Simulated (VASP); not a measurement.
Set up this calculation in VASP 6.6.1, as the native input.

* Task: single point
* Functional: LDA
* Potentials or basis: VASP PAW LDA potentials, release 64 (Na_pv)
* Cutoff: 520 eV
* k mesh: 13 × 13 × 13
* Occupations: fermi-dirac, width 0.05 eV
* Spin: no spin polarisation
* Dipole correction: no
* Further INCAR settings: ALGO = Normal; EDIFF = 1e-06; NBANDS = 10

The structure of Na lies in POSCAR:

```
Na
1.0
    0.0000000000      2.5560155302      2.5560155302
    2.5560155302      0.0000000000      2.5560155302
    2.5560155302      2.5560155302      0.0000000000
Na
1
Direct
    0.0000000000      0.0000000000      0.0000000000
```

The input as run:

INCAR

```
ALGO = Normal
EDIFF = 1E-6
ENCUT = 520
ISIF = 2
ISMEAR = -1
LASPH = T
LCHARG = T
LELF = T
LREAL = F
LVHAR = T
LWAVE = F
NBANDS = 10
NELM = 60
PREC = Accurate
SIGMA = 0.05
```

KPOINTS

```
k-points
0
Gamma
  13 13 13
```

Potentials or basis: VASP PAW LDA potentials, release 64 (Na_pv).

Launch:

```bash
$ cat potpaw_LDA.64/Na_pv/POTCAR > POTCAR
$ mpirun -np 1 vasp_std > vasp.out
```

Results of the run:

| Item | Value |
| --- | --- |
| Pressure | 0.0 GPa |

Run time: 26 s on 1 thread of Intel(R) Xeon(R) Platinum 8259CL CPU @ 2.50GHz (Skylake/Cascade Lake), on a shared host, peak memory 0.14 GiB.
